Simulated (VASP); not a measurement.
# C (R-3m) in VASP: a series of runs, part 2 of 3

VASP 6.6.1. Earlier steps stand in the parts before.

## 5. Single point, PBE+D3(BJ)

This run uses another cell than the first one, of 9.52 Å³/atom, 1.104 times its volume.

Contents of INCAR:

```
PREC = Accurate
ENCUT = 520
EDIFF = 1E-7
ISMEAR = 0
SIGMA = 0.05
LREAL = F
LASPH = T
NELM = 80
ALGO = Normal
ISIF = 2
LWAVE = F
LCHARG = F
GGA = PE
IVDW = 12
NBANDS = 11
```

Contents of KPOINTS:

```
regular mesh
0
Gamma
  15 15 15
```

Contents of POSCAR:

```
C
1.0
    1.2632929494      0.7293625244      3.4449600376
   -1.2632929494      0.7293625244      3.4449600376
    0.0000000000     -1.4587250488      3.4449600375
C
2
Direct
    0.1590580365      0.1590580365      0.1590580365
    0.8409419635      0.8409419635      0.8409419635
```

Potentials or basis: VASP PAW PBE potentials, release 64 (C).

Command:

```
> cat potpaw_PBE.64/C/POTCAR > POTCAR
> mpirun -np 1 vasp_std > vasp.out
```

OUTCAR:

```text
PREC = Accurate
   ENCUT = 520
   EDIFF = 1E-7
   ISMEAR = 0
   LREAL = F
   LASPH = T
   NELM = 80
   ISIF = 2
   GGA = PE
   IVDW = 12
 IVDW          = 12

 ion  position               nearest neighbor table
   1  0.159  0.159  0.159-   2 1.47   2 1.47   2 1.47
   2  0.841  0.841  0.841-   1 1.47   1 1.47   1 1.47

  LATTYP: Found a trigonal (rhomboedric) cell.
 ALAT       =     3.7410731654
 COS(alpha) =     0.7719417768

  Lattice vectors:

 A1 = (   1.2632929494,   0.7293625244,   3.4449600376)
 A2 = (  -1.2632929494,   0.7293625244,   3.4449600376)
 A3 = (   0.0000000000,  -1.4587250488,   3.4449600375)

Analysis of symmetry for initial positions (statically):
=====================================================================
 Subroutine PRICEL returns:
 Original cell was already a primitive cell.

 Routine SETGRP: Setting up the symmetry group for a
 trigonal (rhombohedral) supercell.

 Subroutine GETGRP returns: Found 12 space group operations
 (whereof 12 operations were pure point group operations)
 out of a pool of 12 trial point group operations.

The static configuration has the point symmetry D_3d.

Analysis of symmetry for dynamics (positions and initial velocities):
=====================================================================
 Subroutine PRICEL returns:
 Original cell was already a primitive cell.

 Routine SETGRP: Setting up the symmetry group for a
 trigonal (rhombohedral) supercell.

 Subroutine GETGRP returns: Found 12 space group operations
 (whereof 12 operations were pure point group operations)
 out of a pool of 12 trial point group operations.

The dynamic configuration has the point symmetry D_3d.

 Subroutine INISYM returns: Found 12 space group operations
 (whereof 12 operations are pure point group operations),
 and found     1 'primitive' translations

----------------------------------------------------------------------------------------

                                     Primitive cell

  volume of cell :      19.0451

  direct lattice vectors                    reciprocal lattice vectors
     1.263292949  0.729362524  3.444960038     0.395791016  0.228510050  0.096759710
    -1.263292949  0.729362524  3.444960038    -0.395791016  0.228510050  0.096759710
     0.000000000 -1.458725049  3.444960038     0.000000000 -0.457020099  0.096759710

  length of vectors
     3.741073165  3.741073165  3.741073165     0.467150739  0.467150739  0.467150739

  position of ions in fractional coordinates (direct lattice)
     0.159058036  0.159058036  0.159058036
     0.840941964  0.840941964  0.840941964

  ion indices of the primitive-cell ions
   primitive index   ion index
                 1           1
                 2           2

----------------------------------------------------------------------------------------

 KPOINTS: regular mesh

Automatic generation of k-mesh.
 Grid dimensions read from file:
 generate k-points for:   15   15   15

 Generating k-lattice:

  Cartesian coordinates                     Fractional coordinates (reciprocal lattice)
     0.026386068  0.015234003  0.006450647     0.066666667  0.000000000  0.000000000
    -0.026386068  0.015234003  0.006450647     0.000000000  0.066666667  0.000000000
     0.000000000 -0.030468007  0.006450647     0.000000000  0.000000000  0.066666667

  Length of vectors
[... 38 lines left out ...]
   number of dos      NEDOS =    301   number of ions     NIONS =      2
   total plane-waves  NPLWV =  21952
   dimension x,y,z NGX =    28 NGY =   28 NGZ =   28
   dimension x,y,z NGXF=    56 NGYF=   56 NGZF=   56
   ions per type =               2
   NGX,Y,Z   is equivalent  to a cutoff of  12.44, 12.44, 12.44 a.u.
   NGXF,Y,Z  is equivalent  to a cutoff of  24.89, 24.89, 24.89 a.u.
 SYSTEM =  unknown system
   PREC   = accura    normal or accurate (medium, high low for compatibility)
   ISTART =      0    job   : 0-new  1-cont  2-samecut
   ICHARG =      2    charge: 1-file 2-atom 10-const
   ISPIN  =      1    spin polarized calculation?
   LNONCOLLINEAR =      F non collinear calculations
   LSORBIT =      F    spin-orbit coupling
   LASPH  =      T    aspherical Exc in radial PAW
   ENCUT  =  520.0 eV  38.22 Ry    6.18 a.u.   6.96  6.96  6.96*2*pi/ulx,y,z
   NELM   =     80;   NELMIN=  2; NELMDL= -5     # of ELM steps
   EDIFF  = 0.1E-06   stopping-criterion for ELM
   LREAL  =      F    real-space projection
   EDIFFG = 0.1E-05   stopping-criterion for IOM
   NSW    =      0    number of steps for IOM
   IBRION =     -1    ionic relax: 0-MD 1-quasi-New 2-CG
   NFREE  =      0    steps in history (QN), initial steepest desc. (CG)
   ISIF   =      2    stress and relaxation
   ISYM   =      2    0-nonsym 1-usesym 2-fastsym
   POTIM  = 0.5000    time-step for ionic-motion
   TEBEG  =    0.0;   TEEND  =   0.0 temperature during run
   PSTRESS=    0.0 pullay stress
   NELECT =       8.0000    total number of electrons
   NUPDOWN=      -1.0000    fix difference up-down
   EMIN   =  10.00;   EMAX   =-10.00  energy-range for DOS
   EFERMI =   0.00;   METHOD = LEGACY
   ISMEAR =     0;   SIGMA  =   0.05  broadening in eV -4-tet -1-fermi 0-gaus
   EFERMI_NEDOS =   21; number of points for ismear=-14 and -15
   IALGO  =     38    algorithm
   IMIX   =      4    mixing-type and parameters
     AMIX     =   0.40;   BMIX     =  1.00
     AMIX_MAG =   1.60;   BMIX_MAG =  1.00
  volume/ion in A,a.u.               =       9.52        64.26
  Fermi-wavevector in a.u.,A,eV,Ry     =   1.226057  2.316911 20.452478  1.503215
  Thomas-Fermi vector in A             =   2.361072
   LORBIT       =      0    0 simple, 1 ext, 2 COOP (PROOUT), +10 PAW based schemes
   GGA     = PE    functional components
   LHFCALC =     F    Hartree Fock is set to
   AEXX    =    0.0000 exact exchange contribution
   IVDW    =    12    specifies the selected vdW correction
   LEPSILON=     F    determine dielectric tensor
   LRPA    =     F    only Hartree local field effects (RPA)
 non-spin polarized calculation
 Gauss-broadening in eV      SIGMA  =   0.05
  energy-cutoff  :      520.00
  volume of cell :       19.05
 maximum number of plane-waves:       524
   NGX = 13   NGY = 13   NGZ = 13

 number of electron       8.0000000 magnetization

 Free energy of the ion-electron system (eV)
  ---------------------------------------------------
  ext. energy  EPLUGINS =         0.00000000
  ---------------------------------------------------
  free energy    TOTEN  =       -18.15754113 eV

  energy without entropy =      -18.15754113  energy(sigma->0) =      -18.15754113

 E-fermi :   3.8787     XC(G=0): -10.0227

 val. band max:        3.5501781656   @ k =  -0.3333   0.3333   0.0000
 cond. band min:       4.3769105862   @ k =  -0.3333   0.3333   0.0000
 fundamental gap:      0.8267324206
 Fermi energy:         3.8786517667

 k-point     1 :       0.0000    0.0000    0.0000
  band No.  band energies     occupation
      1     -14.9721      2.00000
      2      -2.0761      2.00000
      3       1.1819      2.00000
      4       1.1819      2.00000
      5       7.8220      0.00000
      6      11.8744      0.00000
      7      11.8744      0.00000
      8      14.8959      0.00000
      9      14.9459      0.00000
     10      25.7973      0.00000
     11      28.7863      0.00000
[... 309 lines left out ...]
 k-point    24 :       0.2000    0.1333    0.0000
  band No.  band energies     occupation
      1     -14.2349      2.00000
      2      -1.5997      2.00000
      3      -1.1210      2.00000
      4      -0.1239      2.00000
      5       8.9456      0.00000
      6      12.0444      0.00000
      7      13.1606      0.00000
      8      13.8824      0.00000
      9      16.7457      0.00000
     10      24.3248      0.00000
     11      27.4754      0.00000

 [... further k-points ...]

------------------------ aborting loop because EDIFF is reached ----------------------------------------

 Edisp (eV)   -0.29717

 E8    (eV) :    -0.0840

  FORCE on cell =-STRESS in cart. coord.  units (eV):
  Direction    XX          YY          ZZ          XY          YZ          ZX
  --------------------------------------------------------------------------------------
  -------------------------------------------------------------------------------------
  Total      -3.16377    -3.16377    -0.52889     0.00000    -0.00000     0.00000
  in kB    -266.15336  -266.15336   -44.49300     0.00000    -0.00000     0.00000
  external pressure =     -192.27 kB  Pullay stress =        0.00 kB

 VOLUME and BASIS-vectors are now :
 -----------------------------------------------------------------------------
  energy-cutoff  :      520.00
  volume of cell :       19.05
      direct lattice vectors                 reciprocal lattice vectors
     1.263292949  0.729362524  3.444960038     0.395791016  0.228510050  0.096759710
    -1.263292949  0.729362524  3.444960038    -0.395791016  0.228510050  0.096759710
     0.000000000 -1.458725049  3.444960038     0.000000000 -0.457020099  0.096759710

 POSITION                                       TOTAL-FORCE (eV/Angst)
 -----------------------------------------------------------------------------------
      0.00000      0.00000      1.64385         0.000000      0.000000      2.565020
      0.00000      0.00000      8.69103         0.000000      0.000000     -2.565020
 -----------------------------------------------------------------------------------
    total drift:                               -0.000000      0.000000      0.000000

  FREE ENERGIE OF THE ION-ELECTRON SYSTEM (eV)
  ---------------------------------------------------
  free  energy   TOTEN  =       -18.4547063805 eV

  energy  without entropy=      -18.4547063805  energy(sigma->0) =      -18.45470638
```

OSZICAR:

```text
N       E                     dE             d eps       ncg     rms          rms(c)
DAV:   1     0.639443034549E+01    0.63944E+01   -0.44763E+03  7795   0.657E+02
DAV:   2    -0.184126988738E+02   -0.24807E+02   -0.23517E+02 10035   0.128E+02
DAV:   3    -0.190491309679E+02   -0.63643E+00   -0.63511E+00  9615   0.173E+01
DAV:   4    -0.190515642663E+02   -0.24333E-02   -0.24331E-02  8876   0.131E+00
DAV:   5    -0.190515733900E+02   -0.91238E-05   -0.91236E-05  9563   0.737E-02    0.563E+00
DAV:   6    -0.183724657636E+02    0.67911E+00   -0.55697E-01  8906   0.432E+00    0.329E+00
DAV:   7    -0.181546065364E+02    0.21786E+00   -0.65734E-01  9404   0.470E+00    0.867E-01
DAV:   8    -0.181575568210E+02   -0.29503E-02   -0.16136E-02  8419   0.802E-01    0.930E-02
DAV:   9    -0.181574647330E+02    0.92088E-04   -0.40481E-04  9367   0.132E-01    0.456E-02
DAV:  10    -0.181575400895E+02   -0.75357E-04   -0.10591E-04  8396   0.685E-02    0.204E-02
DAV:  11    -0.181575408444E+02   -0.75484E-06   -0.55624E-06  9330   0.137E-02    0.246E-03
DAV:  12    -0.181575411258E+02   -0.28143E-06   -0.44238E-07  8489   0.477E-03    0.411E-04
DAV:  13    -0.181575411282E+02   -0.24025E-08   -0.73641E-09  7371   0.601E-04
   1 F= -.18454706E+02 E0= -.18454706E+02  d E =-.197684E-22
```

stdout:

```text
POSCAR found type information on POSCAR C
 POSCAR found :  1 types and       2 ions
 scaLAPACK will be used
 LDA part: xc-table for (Slater+PW92), standard interpolation
 POSCAR, INCAR and KPOINTS ok, starting setup
 FFT: planning ... GRIDC
 FFT: planning ... GRID_SOFT
 FFT: planning ... GRID
 WAVECAR not read
 entering main loop
```

It took 1.8 min on 1 thread of Intel Xeon 6975P-C, shared host; peak memory 0.2 GiB.

Results:

| Item | Value |
| --- | --- |
| Free energy | -18.4547 eV |
| Pressure | -19.2 GPa |
| Largest force | 2.565 eV/Å |
| Band gap on the k mesh | 0.83 eV, direct |
| Dispersion energy per atom | -0.149 eV |

Forces in eV/Å, atoms in the order of the input:
```
C    0.000  0.000  2.565
C    0.000  0.000 -2.565
```

Stress tensor (GPa, compression positive):
```
-26.62   0.00   0.00
  0.00 -26.62   0.00
  0.00   0.00  -4.45
```

Levels at points of the mesh, in eV from the valence-band top:
| k point | band 2 | band 3 | band 4 | band 5 | band 6 | band 7 |
| --- | --- | --- | --- | --- | --- | --- |
| (0.00, 0.00, 0.00) | -5.63 | -2.37 | -2.37 | 4.27 | 8.32 | 8.32 |

Caveat: forces of over 1 eV/Å act on the atoms, so gaps and moduli don't describe the material at rest.

(Part 2 of 3 ends here.)
